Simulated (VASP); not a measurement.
# Y2LuN3 (P-3m1) in VASP: notebook

The runs below take Y2LuN3 through single point, relaxation of cell and atoms, with PBE.

Everything below comes from runs of VASP 6.6.1. Logs are shortened: lines on timing, memory, paths and dates and some standing lists are left out, and cuts for length are marked.

## (1) The cell of the first run

It takes space group P-3m1 (No. 164, trigonal). Conventional cell: a = 3.392 Å, b = 3.392 Å, c = 8.279 Å, α = 90.00°, β = 90.00°, γ = 120.00°. Y (site symmetry 3m) has 6 N at 2.37 to 2.39 Å within 3.1 Å. Within 3.2 Å of Lu (site symmetry -3m) lie 6 N at 2.42 Å. Within 3.1 Å of N (site symmetry 3m) lie 3 Y at 2.37 Å and 3 Lu at 2.42 Å. Within 3.2 Å of N (site symmetry -3m) lie 6 Y at 2.39 Å.

The cell was built from a structure type or drawn by symmetry, and may not be a known phase.

## (2) Single point, PBE

The input, INCAR:

```
ALGO = Normal ; EDIFF = 1E-6
ENCUT = 520 ; GGA = PE
ISIF = 2 ; ISMEAR = 0
LASPH = T ; LCHARG = F
LREAL = F ; LWAVE = F
NBANDS = 40 ; NELM = 100
PREC = Accurate ; SIGMA = 0.1
```

The input, KPOINTS:

```
k-points
0
Gamma
  6 6 2
```

The input, POSCAR:

```
Y2LuN3
1.0
    3.3917801200      0.0000000000      0.0000000000
   -1.6958900600      2.9373677500      0.0000000000
    0.0000000000      0.0000000000      8.2790740600
Y Lu N
2 1 3
Direct
    0.3333333300      0.6666666700      0.6657999800
    0.6666666700      0.3333333300      0.3342000200
    0.0000000000      0.0000000000      0.0000000000
    0.3333333300      0.6666666700      0.1726190000
    0.6666666700      0.3333333300      0.8273810000
    0.0000000000      0.0000000000      0.5000000000
```

Potentials or basis: VASP PAW PBE potentials, release 64 (Y_sv, Lu, N).

Started as:

```
$ cat potpaw_PBE.64/Y_sv/POTCAR potpaw_PBE.64/Lu/POTCAR potpaw_PBE.64/N/POTCAR > POTCAR
$ mpirun -np 1 vasp_std > vasp.out
```

OUTCAR:

```text
EDIFF = 1E-6
   ENCUT = 520
   GGA = PE
   ISIF = 2
   ISMEAR = 0
   LASPH = T
   LREAL = F
   NELM = 100
   PREC = Accurate

 ion  position               nearest neighbor table
   1  0.333  0.667  0.666-   5 2.37   5 2.37   5 2.37   6 2.39   6 2.39   6 2.39   2 3.37   2 3.37
                             2 3.37   3 3.39   3 3.39   3 3.39
   2  0.667  0.333  0.334-   4 2.37   4 2.37   4 2.37   6 2.39   6 2.39   6 2.39   1 3.37   1 3.37
                             1 3.37   3 3.39   3 3.39   3 3.39
   3  0.000  0.000  0.000-   4 2.42   5 2.42   5 2.42   4 2.42   5 2.42   4 2.42   1 3.39   2 3.39
                             1 3.39   2 3.39   2 3.39   1 3.39
   4  0.333  0.667  0.173-   2 2.37   2 2.37   2 2.37   3 2.42   3 2.42   3 2.42
   5  0.667  0.333  0.827-   1 2.37   1 2.37   1 2.37   3 2.42   3 2.42   3 2.42
   6  0.000  0.000  0.500-   1 2.39   2 2.39   2 2.39   1 2.39   2 2.39   1 2.39

  LATTYP: Found a hexagonal cell.
 ALAT       =     3.3917801200
 C/A-ratio  =     2.4409229865

  Lattice vectors:

 A1 = (   3.3917801200,   0.0000000000,   0.0000000000)
 A2 = (  -1.6958900600,   2.9373677500,   0.0000000000)
 A3 = (   0.0000000000,   0.0000000000,   8.2790740600)

Analysis of symmetry for initial positions (statically):
=====================================================================
 Subroutine PRICEL returns:
 Original cell was already a primitive cell.

 Routine SETGRP: Setting up the symmetry group for a
 hexagonal supercell.

 Subroutine GETGRP returns: Found 12 space group operations
 (whereof 12 operations were pure point group operations)
 out of a pool of 24 trial point group operations.

The static configuration has the point symmetry D_3d.

Analysis of symmetry for dynamics (positions and initial velocities):
=====================================================================
 Subroutine PRICEL returns:
 Original cell was already a primitive cell.

 Routine SETGRP: Setting up the symmetry group for a
 hexagonal supercell.

 Subroutine GETGRP returns: Found 12 space group operations
 (whereof 12 operations were pure point group operations)
 out of a pool of 24 trial point group operations.

The dynamic configuration has the point symmetry D_3d.

 Subroutine INISYM returns: Found 12 space group operations
 (whereof 12 operations are pure point group operations),
 and found     1 'primitive' translations

----------------------------------------------------------------------------------------

                                     Primitive cell

  volume of cell :      82.4836

  direct lattice vectors                    reciprocal lattice vectors
     3.391780120  0.000000000  0.000000000     0.294830433  0.170220429  0.000000000
    -1.695890060  2.937367750  0.000000000     0.000000000  0.340440859  0.000000000
     0.000000000  0.000000000  8.279074060     0.000000000  0.000000000  0.120786454

  length of vectors
     3.391780120  3.391780122  8.279074060     0.340440859  0.340440859  0.120786454

  position of ions in fractional coordinates (direct lattice)
     0.333333330  0.666666670  0.665799980
     0.666666670  0.333333330  0.334200020
     0.000000000  0.000000000  0.000000000
     0.333333330  0.666666670  0.172619000
     0.666666670  0.333333330  0.827381000
     0.000000000  0.000000000  0.500000000

  ion indices of the primitive-cell ions
   primitive index   ion index
                 1           1
                 2           2
                 3           3
                 4           4
                 5           5
                 6           6

----------------------------------------------------------------------------------------

 KPOINTS: k-points

Automatic generation of k-mesh.
 Grid dimensions read from file:
 generate k-points for:    6    6    2

 Generating k-lattice:

  Cartesian coordinates                     Fractional coordinates (reciprocal lattice)
     0.049138405  0.028370072  0.000000000     0.166666667  0.000000000  0.000000000
     0.000000000  0.056740143  0.000000000     0.000000000  0.166666667  0.000000000
     0.000000000  0.000000000  0.060393227     0.000000000  0.000000000  0.500000000

  Length of vectors
     0.056740143  0.056740143  0.060393227

  Shift w.r.t. Gamma in fractional coordinates (k-lattice)
     0.000000000  0.000000000  0.000000000

 Subroutine IBZKPT returns following result:
 ===========================================

 Found     14 irreducible k-points:

 Following reciprocal coordinates:
            Coordinates               Weight
  0.000000  0.000000  0.000000      1.000000
  0.166667 -0.000000  0.000000      6.000000
  0.333333 -0.000000  0.000000      6.000000
  0.500000 -0.000000  0.000000      3.000000
  0.166667  0.166667  0.000000      6.000000
  0.333333  0.166667  0.000000     12.000000
  0.333333  0.333333  0.000000      2.000000
  0.000000  0.000000  0.500000      1.000000
  0.166667 -0.000000  0.500000      6.000000
  0.333333 -0.000000  0.500000      6.000000
  0.500000 -0.000000  0.500000      3.000000
  0.166667  0.166667  0.500000      6.000000
  0.333333  0.166667  0.500000     12.000000
  0.333333  0.333333  0.500000      2.000000
   k-points           NKPTS =     14   k-points in BZ     NKDIM =     14   number of bands    NBANDS=     40
   number of dos      NEDOS =    301   number of ions     NIONS =      6
   total plane-waves  NPLWV =  50176
   dimension x,y,z NGX =    28 NGY =   28 NGZ =   64
   dimension x,y,z NGXF=    56 NGYF=   56 NGZF=  128
   ions per type =               2   1   3
   NGX,Y,Z   is equivalent  to a cutoff of  13.72, 13.72, 12.85 a.u.
   NGXF,Y,Z  is equivalent  to a cutoff of  27.45, 27.45, 25.70 a.u.
 SYSTEM =  unknown system
   PREC   = accura    normal or accurate (medium, high low for compatibility)
   ISTART =      0    job   : 0-new  1-cont  2-samecut
   ICHARG =      2    charge: 1-file 2-atom 10-const
   ISPIN  =      1    spin polarized calculation?
   LNONCOLLINEAR =      F non collinear calculations
   LSORBIT =      F    spin-orbit coupling
   LASPH  =      T    aspherical Exc in radial PAW
   ENCUT  =  520.0 eV  38.22 Ry    6.18 a.u.   6.31  6.31 15.39*2*pi/ulx,y,z
   NELM   =    100;   NELMIN=  2; NELMDL= -5     # of ELM steps
   EDIFF  = 0.1E-05   stopping-criterion for ELM
   LREAL  =      F    real-space projection
   EDIFFG = 0.1E-04   stopping-criterion for IOM
   NSW    =      0    number of steps for IOM
   IBRION =     -1    ionic relax: 0-MD 1-quasi-New 2-CG
   NFREE  =      0    steps in history (QN), initial steepest desc. (CG)
   ISIF   =      2    stress and relaxation
   ISYM   =      2    0-nonsym 1-usesym 2-fastsym
   POTIM  = 0.5000    time-step for ionic-motion
   TEBEG  =    0.0;   TEEND  =   0.0 temperature during run
   PSTRESS=    0.0 pullay stress
   NELECT =      62.0000    total number of electrons
   NUPDOWN=      -1.0000    fix difference up-down
   EMIN   =  10.00;   EMAX   =-10.00  energy-range for DOS
   EFERMI =   0.00;   METHOD = LEGACY
   ISMEAR =     0;   SIGMA  =   0.10  broadening in eV -4-tet -1-fermi 0-gaus
   EFERMI_NEDOS =   21; number of points for ismear=-14 and -15
   IALGO  =     38    algorithm
   IMIX   =      4    mixing-type and parameters
     AMIX     =   0.40;   BMIX     =  1.00
     AMIX_MAG =   1.60;   BMIX_MAG =  1.00
  volume/ion in A,a.u.               =      13.75        92.77
  Fermi-wavevector in a.u.,A,eV,Ry     =   1.488502  2.812861 30.145594  2.215639
  Thomas-Fermi vector in A             =   2.601529
   LORBIT       =      0    0 simple, 1 ext, 2 COOP (PROOUT), +10 PAW based schemes
   GGA     = PE    functional components
   LHFCALC =     F    Hartree Fock is set to
   AEXX    =    0.0000 exact exchange contribution
   IVDW    =     0    specifies the selected vdW correction
   LEPSILON=     F    determine dielectric tensor
   LRPA    =     F    only Hartree local field effects (RPA)
 non-spin polarized calculation
 Gauss-broadening in eV      SIGMA  =   0.10
  energy-cutoff  :      520.00
  volume of cell :       82.48
 maximum number of plane-waves:      2236
 NGX is ok and might be reduce to    28
   NGX = 13   NGY = 13   NGZ = 31

 number of electron      62.0000005 magnetization

 Free energy of the ion-electron system (eV)
  ---------------------------------------------------
  ext. energy  EPLUGINS =         0.00000000
  ---------------------------------------------------
  free energy    TOTEN  =       -52.61679109 eV

  energy without entropy =      -52.61250982  energy(sigma->0) =      -52.61465046

 E-fermi :   4.1741     XC(G=0): -11.8179

 val. band max:        4.1491029040   @ k =   0.0000   0.0000   0.0000
 cond. band min:       4.2042058671   @ k =   0.5000  -0.0000   0.0000
 fundamental gap:      0.0551029630
 Fermi energy:         4.1740648453

 k-point     1 :       0.0000    0.0000    0.0000
  band No.  band energies     occupation
      1     -50.4769      2.00000
      2     -36.3834      2.00000
      3     -36.3010      2.00000
      4     -21.3423      2.00000
      5     -20.9840      2.00000
      6     -20.9840      2.00000
[... 32 lines left out ...]
     39       9.5146      0.00000
     40       9.7624      0.00000

 k-point     2 :       0.1667   -0.0000    0.0000
  band No.  band energies     occupation
      1     -50.4700      2.00000
      2     -36.3529      2.00000
      3     -36.2803      2.00000
      4     -21.3080      2.00000
      5     -21.1302      2.00000
      6     -21.0145      2.00000
[... 32 lines left out ...]
     39      10.3191      0.00000
     40      10.5912      0.00000

 k-point     3 :       0.3333   -0.0000    0.0000
  band No.  band energies     occupation
      1     -50.4563      2.00000
      2     -36.2884      2.00000
      3     -36.2414      2.00000
      4     -21.4090      2.00000
      5     -21.2368      2.00000
      6     -21.0748      2.00000
[... 423 lines left out ...]
  band No.  band energies     occupation
      1     -50.4494      2.00000
      2     -36.2522      2.00000
      3     -36.2254      2.00000
      4     -21.4699      2.00000
      5     -21.2033      2.00000
      6     -21.1797      2.00000
[... 32 lines left out ...]
     39      11.6032      0.00000
     40      11.7771      0.00000

 k-point    14 :       0.3333    0.3333    0.5000
  band No.  band energies     occupation
      1     -50.4460      2.00000
      2     -36.2257      2.00000
      3     -36.2257      2.00000
      4     -21.3689      2.00000
      5     -21.3689      2.00000
      6     -21.1839      2.00000
[... 32 lines left out ...]
     39      11.9621      0.00000
     40      12.0218      0.00000

------------------------ aborting loop because EDIFF is reached ----------------------------------------

  FORCE on cell =-STRESS in cart. coord.  units (eV):
  Direction    XX          YY          ZZ          XY          YZ          ZX
  --------------------------------------------------------------------------------------
  -------------------------------------------------------------------------------------
  Total        4.1608198      4.1608198      4.3021578     -0.0000000      0.0000000      0.0000000
  in kB       80.8205322     80.8205323     83.5659080     -0.0000000      0.0000000      0.0000000
  external PRESSURE =      81.7356575 kB  Pullay stress =       0.0000000 kB

 VOLUME and BASIS-vectors are now :
 -----------------------------------------------------------------------------
  energy-cutoff  :      520.00
  volume of cell :       82.48
      direct lattice vectors                 reciprocal lattice vectors
     3.391780120  0.000000000  0.000000000     0.294830433  0.170220429  0.000000000
    -1.695890060  2.937367750  0.000000000     0.000000000  0.340440859  0.000000000
     0.000000000  0.000000000  8.279074060     0.000000000  0.000000000  0.120786454

 POSITION                                       TOTAL-FORCE (eV/Angst)
 -----------------------------------------------------------------------------------
     -0.00000      1.95825      5.51221        -0.000000      0.000000      0.056497
      1.69589      0.97912      2.76687         0.000000      0.000000     -0.056497
      0.00000      0.00000      0.00000        -0.000000      0.000000      0.000000
     -0.00000      1.95825      1.42913         0.000000     -0.000000     -1.244939
      1.69589      0.97912      6.84995         0.000000      0.000000      1.244939
      0.00000      0.00000      4.13954        -0.000000      0.000000      0.000000
 -----------------------------------------------------------------------------------
    total drift:                               -0.000000      0.000000      0.000000

  FREE ENERGIE OF THE ION-ELECTRON SYSTEM (eV)
  ---------------------------------------------------
  free  energy   TOTEN  =       -52.6167910910 eV

  energy  without entropy=      -52.6125098222  energy(sigma->0) =      -52.61465046
```

It took 42 s on 1 thread of Intel Xeon 6975P-C (Granite Rapids), shared host; peak memory 0.24 GiB.

Results:

```
Free energy            : -52.6168 eV
Pressure               : 8.2 GPa
Largest force          : 1.245 eV/Å
Band gap on the k mesh : 0.06 eV (least direct gap 0.49 eV)
```

Forces on the atoms (eV/Å):
```
Y    0.000  0.000  0.056
Y    0.000  0.000 -0.056
Lu   0.000  0.000  0.000
N    0.000  0.000 -1.245
N    0.000  0.000  1.245
N    0.000  0.000  0.000
```

Stress tensor (GPa, compression positive):
```
8.08 0.00 0.00
0.00 8.08 0.00
0.00 0.00 8.36
```

Caveat: the cell stands under pressure; spin-orbit coupling is left out, which moves the levels of the heavy elements; forces of over 1 eV/Å act on the atoms, so gaps and moduli don't describe the material at rest. A k mesh can miss the band edges.

(Continued in part 2 of 2.)
